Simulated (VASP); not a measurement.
# Re (P6_3/mmc) in VASP: further runs

Re is run at these levels: PBEsol; tasks: single point.

Program: VASP 6.6.1. These are calculated values, not measurements. Logs are shortened: lines on timing, memory, paths and dates and some standing lists are left out, and cuts for length are marked.

### 1 The cell of the first run

Symmetry: P6_3/mmc, No. 194, hexagonal system. The conventional cell has a = 2.613 Å, b = 2.613 Å, c = 3.910 Å, α = 90.00°, β = 90.00°, γ = 120.00°. Within 3.3 Å of Re (site symmetry -6m2) lie 12 Re at 2.47 to 2.61 Å.

### 2 Single point, PBEsol

Contents of INCAR:

```
ALGO = Normal ; EDIFF = 1E-6
ENCUT = 520 ; GGA = PS
ISIF = 2 ; ISMEAR = 0
LASPH = T ; LCHARG = T
LELF = T ; LREAL = F
LVHAR = T ; LWAVE = F
NBANDS = 14 ; NELM = 100
PREC = Accurate ; SIGMA = 0.15
```

Contents of KPOINTS:

```
k-points
0
Gamma
  18 18 10
```

Contents of POSCAR:

```
Re
1.0
    2.6128000000      0.0000000000      0.0000000000
   -1.3064000000      2.2627511750      0.0000000000
    0.0000000000      0.0000000000      3.9101000000
Re
2
Direct
    0.3333333333      0.6666666667      0.2500000000
    0.6666666667      0.3333333333      0.7500000000
```

Potentials or basis: VASP PAW PBE potentials, release 64 (Re).

On the command line:

```
$ cat potpaw_PBE.64/Re/POTCAR > POTCAR
$ mpirun -np 1 vasp_std > vasp.out
```

OUTCAR:

```text
EDIFF = 1E-6
   ENCUT = 520
   GGA = PS
   ISIF = 2
   ISMEAR = 0
   LASPH = T
   LREAL = F
   NELM = 100
   PREC = Accurate

 ion  position               nearest neighbor table
   1  0.333  0.667  0.250-   2 2.47   2 2.47   2 2.47   2 2.47   2 2.47   2 2.47
   2  0.667  0.333  0.750-   1 2.47   1 2.47   1 2.47   1 2.47   1 2.47   1 2.47

  LATTYP: Found a hexagonal cell.
 ALAT       =     2.6128000000
 C/A-ratio  =     1.4965171464

  Lattice vectors:

 A1 = (   2.6128000000,   0.0000000000,   0.0000000000)
 A2 = (  -1.3064000000,   2.2627511750,   0.0000000000)
 A3 = (   0.0000000000,   0.0000000000,   3.9101000000)

Analysis of symmetry for initial positions (statically):
=====================================================================
 Subroutine PRICEL returns:
 Original cell was already a primitive cell.

 Routine SETGRP: Setting up the symmetry group for a
 hexagonal supercell.

 Subroutine GETGRP returns: Found 24 space group operations
 (whereof 12 operations were pure point group operations)
 out of a pool of 24 trial point group operations.

The static configuration has the point symmetry D_3d.
 The point group associated with its full space group is D_6h.

Analysis of symmetry for dynamics (positions and initial velocities):
=====================================================================
 Subroutine PRICEL returns:
 Original cell was already a primitive cell.

 Routine SETGRP: Setting up the symmetry group for a
 hexagonal supercell.

 Subroutine GETGRP returns: Found 24 space group operations
 (whereof 12 operations were pure point group operations)
 out of a pool of 24 trial point group operations.

The dynamic configuration has the point symmetry D_3d.
 The point group associated with its full space group is D_6h.

 Subroutine INISYM returns: Found 24 space group operations
 (whereof 12 operations are pure point group operations),
 and found     1 'primitive' translations

----------------------------------------------------------------------------------------

                                     Primitive cell

  volume of cell :      23.1170

  direct lattice vectors                    reciprocal lattice vectors
     2.612800000  0.000000000  0.000000000     0.382731170  0.220969944  0.000000000
    -1.306400000  2.262751175  0.000000000     0.000000000  0.441939888  0.000000000
     0.000000000  0.000000000  3.910100000     0.000000000  0.000000000  0.255747935

  length of vectors
     2.612800000  2.612800000  3.910100000     0.441939888  0.441939888  0.255747935

  position of ions in fractional coordinates (direct lattice)
     0.333333333  0.666666667  0.250000000
     0.666666667  0.333333333  0.750000000

  ion indices of the primitive-cell ions
   primitive index   ion index
                 1           1
                 2           2

----------------------------------------------------------------------------------------

 KPOINTS: k-points

Automatic generation of k-mesh.
 Grid dimensions read from file:
 generate k-points for:   18   18   10

 Generating k-lattice:

  Cartesian coordinates                     Fractional coordinates (reciprocal lattice)
     0.021262843  0.012276108  0.000000000     0.055555556 -0.000000000  0.000000000
     0.000000000  0.024552216  0.000000000     0.000000000  0.055555556  0.000000000
     0.000000000  0.000000000  0.025574793     0.000000000  0.000000000  0.100000000

  Length of vectors
     0.024552216  0.024552216  0.025574793

  Shift w.r.t. Gamma in fractional coordinates (k-lattice)
     0.000000000  0.000000000  0.000000000

 Subroutine IBZKPT returns following result:
 ===========================================

 Found    222 irreducible k-points:

 Following reciprocal coordinates:
            Coordinates               Weight
  0.000000  0.000000  0.000000      1.000000
  0.055556 -0.000000  0.000000      6.000000
  0.111111 -0.000000  0.000000      6.000000
  0.166667  0.000000  0.000000      6.000000
  0.222222 -0.000000  0.000000      6.000000
  0.277778 -0.000000  0.000000      6.000000
[... 16 lines left out ...]
  0.333333  0.111111  0.000000     12.000000
  0.388889  0.111111  0.000000     12.000000
 [... further k-points ...]
   k-points           NKPTS =    222   k-points in BZ     NKDIM =    222   number of bands    NBANDS=     14
   number of dos      NEDOS =    301   number of ions     NIONS =      2
   total plane-waves  NPLWV =  12000
   dimension x,y,z NGX =    20 NGY =   20 NGZ =   30
   dimension x,y,z NGXF=    40 NGYF=   40 NGZF=   60
   ions per type =               2
   NGX,Y,Z   is equivalent  to a cutoff of  12.73, 12.73, 12.76 a.u.
   NGXF,Y,Z  is equivalent  to a cutoff of  25.45, 25.45, 25.51 a.u.
 SYSTEM =  unknown system
   PREC   = accura    normal or accurate (medium, high low for compatibility)
   ISTART =      0    job   : 0-new  1-cont  2-samecut
   ICHARG =      2    charge: 1-file 2-atom 10-const
   ISPIN  =      1    spin polarized calculation?
   LNONCOLLINEAR =      F non collinear calculations
   LSORBIT =      F    spin-orbit coupling
   LASPH  =      T    aspherical Exc in radial PAW
   ENCUT  =  520.0 eV  38.22 Ry    6.18 a.u.   4.86  4.86  7.27*2*pi/ulx,y,z
   NELM   =    100;   NELMIN=  2; NELMDL= -5     # of ELM steps
   EDIFF  = 0.1E-05   stopping-criterion for ELM
   LREAL  =      F    real-space projection
   EDIFFG = 0.1E-04   stopping-criterion for IOM
   NSW    =      0    number of steps for IOM
   IBRION =     -1    ionic relax: 0-MD 1-quasi-New 2-CG
   NFREE  =      0    steps in history (QN), initial steepest desc. (CG)
   ISIF   =      2    stress and relaxation
   ISYM   =      2    0-nonsym 1-usesym 2-fastsym
   POTIM  = 0.5000    time-step for ionic-motion
   TEBEG  =    0.0;   TEEND  =   0.0 temperature during run
   PSTRESS=    0.0 pullay stress
   NELECT =      14.0000    total number of electrons
   NUPDOWN=      -1.0000    fix difference up-down
   EMIN   =  10.00;   EMAX   =-10.00  energy-range for DOS
   EFERMI =   0.00;   METHOD = LEGACY
   ISMEAR =     0;   SIGMA  =   0.15  broadening in eV -4-tet -1-fermi 0-gaus
   EFERMI_NEDOS =   21; number of points for ismear=-14 and -15
   IALGO  =     38    algorithm
   IMIX   =      4    mixing-type and parameters
     AMIX     =   0.40;   BMIX     =  1.00
     AMIX_MAG =   1.60;   BMIX_MAG =  1.00
  volume/ion in A,a.u.               =      11.56        78.00
  Fermi-wavevector in a.u.,A,eV,Ry     =   1.385077  2.617416 26.101935  1.918438
  Thomas-Fermi vector in A             =   2.509521
   LORBIT       =      0    0 simple, 1 ext, 2 COOP (PROOUT), +10 PAW based schemes
   GGA     = PS    functional components
   LHFCALC =     F    Hartree Fock is set to
   AEXX    =    0.0000 exact exchange contribution
   IVDW    =     0    specifies the selected vdW correction
   LEPSILON=     F    determine dielectric tensor
   LRPA    =     F    only Hartree local field effects (RPA)
 non-spin polarized calculation
 Gauss-broadening in eV      SIGMA  =   0.15
  energy-cutoff  :      520.00
  volume of cell :       23.12
 maximum number of plane-waves:       645
 NGX is ok and might be reduce to    20
   NGX =  9   NGY =  9   NGZ = 15

 number of electron      14.0000001 magnetization

 Free energy of the ion-electron system (eV)
  ---------------------------------------------------
  ext. energy  EPLUGINS =         0.00000000
  ---------------------------------------------------
  free energy    TOTEN  =       -24.16336767 eV

  energy without entropy =      -24.14420837  energy(sigma->0) =      -24.15378802

 E-fermi :  11.0435     XC(G=0): -15.1601

 val. band max:       11.0424781890   @ k =   0.0556   0.0556   0.2000
 cond. band min:      11.0440296828   @ k =   0.1667   0.0000   0.1000
 fundamental gap:      0.0015514939
 Fermi energy:        11.0435342873

 k-point     1 :       0.0000    0.0000    0.0000
  band No.  band energies     occupation
      1      -0.5041      2.00000
      2       2.2529      2.00000
      3       8.3691      2.00000
      4       8.3691      2.00000
      5       9.9044      2.00000
      6       9.9434      2.00000
      7       9.9434      2.00000
      8      10.1926      2.00000
      9      10.1926      2.00000
     10      13.6455      0.00000
     11      15.4615      0.00000
     12      15.4615      0.00000
     13      24.8864      0.00000
     14      25.0409      0.00000

 k-point     2 :       0.0556   -0.0000    0.0000
  band No.  band energies     occupation
      1      -0.3404      2.00000
      2       2.3933      2.00000
      3       8.0435      2.00000
      4       8.5170      2.00000
      5       9.8325      2.00000
      6      10.0012      2.00000
      7      10.0532      2.00000
      8      10.0840      2.00000
      9      10.1793      2.00000
     10      12.7447      0.00000
     11      15.5991      0.00000
     12      16.6130      0.00000
     13      25.0413      0.00000
     14      25.4054      0.00000

 k-point     3 :       0.1111   -0.0000    0.0000
  band No.  band energies     occupation
      1       0.1325      2.00000
      2       2.7813      2.00000
      3       7.4026      2.00000
      4       8.9559      2.00000
      5       9.3407      2.00000
      6       9.5499      2.00000
      7       9.6895      2.00000
      8      10.4997      2.00000
      9      10.7334      1.99655
     10      11.7376      0.00000
     11      15.9542      0.00000
     12      18.4633      0.00000
     13      25.3753      0.00000
     14      26.4457      0.00000
[... 324 lines left out ...]
 k-point    23 :       0.3333    0.1111    0.0000
  band No.  band energies     occupation
      1       3.4044      2.00000
      2       4.0379      2.00000
      3       4.3180      2.00000
      4       7.4770      2.00000
      5       7.6032      2.00000
      6      10.1821      2.00000
      7      10.2840      2.00000
      8      14.5683      0.00000
      9      15.0257      0.00000
     10      17.0712      0.00000
     11      17.5905      0.00000
     12      23.4640      0.00000
     13      24.8148      0.00000
     14      25.4916      0.00000

 k-point    24 :       0.3889    0.1111    0.0000
  band No.  band energies     occupation
      1       3.1927      2.00000
      2       3.9432      2.00000
      3       4.1346      2.00000
      4       7.4990      2.00000
      5       8.1944      2.00000
      6      10.0438      2.00000
      7      10.8262      1.95956
      8      15.6402      0.00000
      9      15.8469      0.00000
     10      17.6966      0.00000
     11      18.4023      0.00000
     12      21.6792      0.00000
     13      24.0733      0.00000
     14      24.6089      0.00000

 [... further k-points ...]

------------------------ aborting loop because EDIFF is reached ----------------------------------------

  FORCE on cell =-STRESS in cart. coord.  units (eV):
  Direction    XX          YY          ZZ          XY          YZ          ZX
  --------------------------------------------------------------------------------------
  -------------------------------------------------------------------------------------
  Total       19.3229451     19.3229451     28.6549128     -0.0000000      0.0000000      0.0000000
  in kB     1339.2235336   1339.2235336   1985.9981661     -0.0000000      0.0000000      0.0000000
  external PRESSURE =    1554.8150778 kB  Pullay stress =       0.0000000 kB

 VOLUME and BASIS-vectors are now :
 -----------------------------------------------------------------------------
  energy-cutoff  :      520.00
  volume of cell :       23.12
      direct lattice vectors                 reciprocal lattice vectors
     2.612800000  0.000000000  0.000000000     0.382731170  0.220969944  0.000000000
    -1.306400000  2.262751175  0.000000000     0.000000000  0.441939888  0.000000000
     0.000000000  0.000000000  3.910100000     0.000000000  0.000000000  0.255747935

 POSITION                                       TOTAL-FORCE (eV/Angst)
 -----------------------------------------------------------------------------------
     -0.00000      1.50850      0.97752        -0.000000     -0.000000      0.000000
      1.30640      0.75425      2.93257         0.000000      0.000000      0.000000
 -----------------------------------------------------------------------------------
    total drift:                                0.000000     -0.000000     -0.000000

  FREE ENERGIE OF THE ION-ELECTRON SYSTEM (eV)
  ---------------------------------------------------
  free  energy   TOTEN  =       -24.1633676739 eV

  energy  without entropy=      -24.1442083693  energy(sigma->0) =      -24.15378802
```

Wall time 56 s (1 thread of AMD EPYC 7R13 (Zen 3), shared host); peak memory 0.15 GiB.

What came out:

| Item | Value |
| --- | --- |
| Free energy | -24.1634 eV |
| Pressure | 155.5 GPa |
| Band gap on the k mesh | zero (bands 7 and 8 overlap by 5.02 eV) |

Caveat: the stress differs along the axes, from 134 to 199 GPa; the PAW data sets were made with another functional, which shifts forces and pressure a little; spin-orbit coupling is left out, which moves the levels of the heavy elements.

### 3 Single point, PBEsol

This run uses another cell than the first one, of 11.97 Å³/atom.

Contents of INCAR:

```
ALGO = Normal
EDIFF = 1E-6
ENCUT = 520
GGA = PS
ISIF = 2
ISMEAR = 0
LASPH = T
LCHARG = T
LELF = T
LREAL = F
LVHAR = T
LWAVE = F
NBANDS = 14
NELM = 100
PREC = Accurate
SIGMA = 0.15
```

KPOINTS is that of step 2.

Contents of POSCAR:

```
Re
1.0
    2.6586000000      0.0000000000      0.0000000000
   -1.3293000000      2.3024151385      0.0000000000
    0.0000000000      0.0000000000      3.9101000000
Re
2
Direct
    0.3333333333      0.6666666667      0.2500000000
    0.6666666667      0.3333333333      0.7500000000
```

Potentials or basis: VASP PAW PBE potentials, release 64 (Re).

On the command line:

```
$ cat potpaw_PBE.64/Re/POTCAR > POTCAR
$ mpirun -np 1 vasp_std > vasp.out
```

Wall time 58 s (1 thread of AMD EPYC 7R13 (Zen 3), shared host); peak memory 0.15 GiB.

Results (log left out):

```
Free energy            : -24.7625 eV
Pressure               : 124.7 GPa
Band gap on the k mesh : zero (bands 7 and 8 overlap by 4.60 eV)
```

Stress tensor (GPa, compression positive):
```
101.87   0.00   0.00
  0.00 101.87   0.00
  0.00   0.00 170.24
```

Levels at points of the mesh, in eV from the Fermi level:
```tsv
k point	band 4	band 5	band 6	band 7	band 8	band 9	band 10	band 11
(0.00, 0.00, 0.00)	-2.59	-1.03	-1.03	-1.01	-1.01	-0.80	2.63	4.22
(0.50, 0.00, 0.00)	-3.71	-2.10	-0.64	0.12	4.23	5.40	6.71	7.76
(0.00, 0.00, 0.50)	-3.09	-3.09	-3.09	-2.29	-2.29	3.58	3.58	3.58
(0.50, 0.00, 0.50)	-5.04	-0.14	-0.14	1.48	1.48	4.94	4.94	6.18
```

Caveat: the stress differs along the axes, from 102 to 170 GPa; the PAW data sets were made with another functional, which shifts forces and pressure a little; spin-orbit coupling is left out, which moves the levels of the heavy elements.

### 4 Single point, PBEsol

This run uses another cell than the first one, of 12.08 Å³/atom.

Contents of INCAR:

```
PREC = Accurate
ENCUT = 520
EDIFF = 1E-6
ISMEAR = 0
SIGMA = 0.15
LREAL = F
LASPH = T
NELM = 80
ALGO = Normal
ISIF = 2
LWAVE = F
LCHARG = F
GGA = PS
NBANDS = 14
```

Contents of KPOINTS:

```
Automatic mesh
0
Gamma
  18 18 10
```

Contents of POSCAR:

```
Re
1.0
    2.6128000000      0.0000000000      0.0000000000
   -1.3064000000      2.2627511750      0.0000000000
    0.0000000000      0.0000000000      4.0878000000
Re
2
Direct
    0.3333333333      0.6666666667      0.2500000000
    0.6666666667      0.3333333333      0.7500000000
```

On the command line:

```
$ cat potpaw_PBE.64/Re/POTCAR > POTCAR
$ mpirun -np 1 vasp_std > vasp.out
```

It took 53 s on 1 thread of AMD EPYC 7R13 (Zen 3), shared host; peak memory 0.16 GiB.

The run converged. Its results:

| Item | Value |
| --- | --- |
| Free energy | -25.2341 eV |
| Pressure | 112.6 GPa |
| Band gap on the k mesh | zero (bands 7 and 8 overlap by 4.86 eV) |

Stress tensor (GPa, compression positive):
```
104.07   0.00   0.00
  0.00 104.07   0.00
  0.00   0.00 129.62
```

Levels at points of the mesh, in eV from the Fermi level:
| k point | band 3 | band 4 | band 5 | band 6 | band 7 | band 8 | band 9 | band 10 | band 11 | band 12 |
| --- | --- | --- | --- | --- | --- | --- | --- | --- | --- | --- |
| (0.00, 0.00, 0.00) | -2.29 | -2.29 | -1.67 | -1.01 | -1.01 | -0.20 | -0.20 | 1.74 | 4.32 | 4.32 |
| (0.50, 0.00, 0.00) | -6.76 | -2.99 | -1.77 | -1.29 | -0.38 | 4.97 | 5.84 | 6.18 | 8.03 | 9.11 |
| (0.00, 0.00, 0.50) | -2.69 | -2.69 | -2.54 | -2.54 | -2.54 | -2.54 | 3.43 | 3.43 | 3.43 | 3.43 |
| (0.50, 0.00, 0.50) | -5.25 | -5.25 | 0.27 | 0.27 | 1.53 | 1.53 | 5.47 | 5.47 | 6.34 | 6.34 |

Caveat: the stress differs along the axes, from 104 to 130 GPa; the PAW data sets were made with another functional, which shifts forces and pressure a little; spin-orbit coupling is left out, which moves the levels of the heavy elements.

### 5 Single point, PBEsol

This run uses another cell than the first one, of 12.38 Å³/atom.

Contents of INCAR:

```
  ALGO = Normal
  EDIFF = 1E-6
  ENCUT = 520
  GGA = PS
  ISIF = 2
  ISMEAR = 0
  LASPH = T
  LCHARG = F
  LREAL = F
  LWAVE = F
  NBANDS = 14
  NELM = 100
  PREC = Accurate
  SIGMA = 0.15
```

Contents of KPOINTS:

```
k-points
0
Gamma
  18 18 10
```

Contents of POSCAR:

```
Re
1.0
    2.7045000000      0.0000000000      0.0000000000
   -1.3522500000      2.3421657045      0.0000000000
    0.0000000000      0.0000000000      3.9101000000
Re
2
Direct
    0.3333333333      0.6666666667      0.2500000000
    0.6666666667      0.3333333333      0.7500000000
```

On the command line:

```
$ cat potpaw_PBE.64/Re/POTCAR > POTCAR
$ mpirun -np 1 vasp_std > vasp.out
```

Run time: 57 s. Hardware: 1 thread of AMD EPYC 7R13 (Zen 3), shared host; peak memory 0.16 GiB.

Results (log left out):

```yaml
Free_energy: -25.2205 eV
Pressure: 98.0 GPa
Band_gap_on_the_k_mesh: zero (bands 7 and 8 overlap by 4.22 eV)
```

Stress tensor (GPa, compression positive):
```
 74.79   0.00   0.00
  0.00  74.79   0.00
  0.00   0.00 144.34
```

Levels at points of the mesh, in eV from the Fermi level:
| k point | band 4 | band 5 | band 6 | band 7 | band 8 | band 9 | band 10 | band 11 |
| --- | --- | --- | --- | --- | --- | --- | --- | --- |
| (0.00, 0.00, 0.00) | -2.53 | -1.16 | -1.16 | -0.97 | -0.97 | -0.52 | 2.66 | 4.02 |
| (0.50, 0.00, 0.00) | -3.70 | -2.24 | -0.50 | 0.23 | 3.80 | 5.00 | 6.49 | 7.23 |
| (0.00, 0.00, 0.50) | -3.09 | -3.09 | -3.09 | -2.12 | -2.12 | 3.45 | 3.45 | 3.45 |
| (0.50, 0.00, 0.50) | -4.73 | -0.24 | -0.24 | 1.30 | 1.30 | 4.54 | 4.54 | 5.79 |

Caveat: the stress differs along the axes, from 75 to 144 GPa; the PAW data sets were made with another functional, which shifts forces and pressure a little; spin-orbit coupling is left out, which moves the levels of the heavy elements.

### 6 The runs side by side

| cell | gap on the mesh (eV) | pressure (GPa) |
| --- | --- | --- |
| a = 2.613, b = 2.613, c = 3.910 Å, angles 90.0, 90.0, 120.0°, 2 atoms | none | 155.5 |
| a = 2.659, b = 2.659, c = 3.910 Å, angles 90.0, 90.0, 120.0°, 2 atoms | none | 124.7 |
| a = 2.613, b = 2.613, c = 4.088 Å, angles 90.0, 90.0, 120.0°, 2 atoms | none | 112.6 |
| a = 2.704, b = 2.704, c = 3.910 Å, angles 90.0, 90.0, 120.0°, 2 atoms | none | 98.0 |

Alike in all rows: task single point; level PBEsol; potentials or basis VASP PAW PBE potentials, release 64 (Re); no spin polarisation; k mesh 18 × 18 × 10; cutoff (eV) 520; smearing gaussian 0.15 eV.

Caveats: the PAW data sets were made with another functional, which shifts forces and pressure a little; spin-orbit coupling is left out, which moves the levels of the heavy elements; the stress differs along the axes, from 134 to 199 GPa (at least some runs); the stress differs along the axes, from 102 to 170 GPa (at least some runs); the stress differs along the axes, from 104 to 130 GPa (at least some runs); the stress differs along the axes, from 75 to 144 GPa (at least some runs).

Absolute energies hang on the potentials; compare differences alone.
